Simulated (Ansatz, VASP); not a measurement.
ZnS: VASP beside Ansatz

Contents of POSCAR:

```
ZnS
1.0
    3.8110000000      0.0000000000      0.0000000000
   -1.9055000000      3.3004228100      0.0000000000
    0.0000000000      0.0000000000      6.2340000000
Zn S
2 2
Direct
    0.3286988813      0.6624053311      0.0024139985
    0.6673037788      0.3346035135      0.5009029634
    0.3364258473      0.6776049149      0.3789670056
    0.6717259346      0.3284949543      0.8842686568
```

Contents of INCAR.step1:

```
  PREC = Accurate
  ENCUT = 550
  ISMEAR = 0
  SIGMA = 0.1
  LREAL = False
  LASPH = True
  NELM = 120
  NBANDS = 26
  GGA = PE
  ALGO = Normal
  EDIFF = 1E-5
  LWAVE = True
  LCHARG = False
  GGA_COMPAT = False
```

Contents of INCAR.step2:

```
  PREC = Accurate
  ENCUT = 550
  EDIFF = 1E-6
  ISMEAR = 0
  SIGMA = 0.1
  LREAL = False
  LASPH = True
  NELM = 120
  ALGO = Normal
  ISIF = 2
  LWAVE = False
  LCHARG = False
  METAGGA = R2SCAN
  LMIXTAU = True
  NBANDS = 26
  ISTART = 1
  GGA_COMPAT = False
```

KPOINTS

```
regular mesh
0
Gamma
  2 2 1
```

Input for Ansatz:

```yaml
crystal:
  lattice:
    - [3.811, 0.0, 0.0]
    - [-1.9055, 3.30042281, 0.0]
    - [0.0, 0.0, 6.234]
  atoms:
    - { symbol: Zn, position: [0.3286988813264253, 0.6624053311052424, 0.0024139984703409954] }
    - { symbol: Zn, position: [0.6673037787840537, 0.3346035135441455, 0.5009029633902472] }
    - { symbol: S, position: [0.3364258472804952, 0.6776049148771283, 0.3789670056060546] }
    - { symbol: S, position: [0.6717259345755587, 0.3284949542742709, 0.8842686567503449] }
basis:
  ecutwfc: 550.0
kpoints:
  mp_grid:
    grid: [2, 2, 1]
hamiltonian:
  xc: r2scan
  pseudopotentials:
    kind: paw
scf:
  n_extra_bands: 4
  self_checks: high
  occupations:
    method: gaussian
    width: 0.1
output:
  forces: true
```

Alike in both runs: task single point; functional r2SCAN; k mesh 2 × 2 × 1; occupations gaussian, width 0.1 eV; no spin polarisation.

```csv
,VASP,Ansatz
version,VASP 6.6.1,Ansatz 0.2.0
potentials or method,"VASP PAW PBE potentials, release 64 (Zn, S), cutoff 550 eV","plane waves, PAW"
valence electrons in the cell,36,36
```

VASP gave:

| Item | Value |
| --- | --- |
| gap on the k mesh at the Fermi level (eV) | 2.76 |
| rms of the force components (eV/Å) | 0.224 |

Task: Which values does Ansatz return?

Result: gap on the k mesh at the Fermi level (eV): 2.75; rms of the force components (eV/Å): 0.223.

VASP's potentials were made for PBE, not for r2SCAN. Atom by atom the forces differ by 0.003 eV/Å (rms over components).

The k mesh is coarse, so the values compare programs but aren't converged.
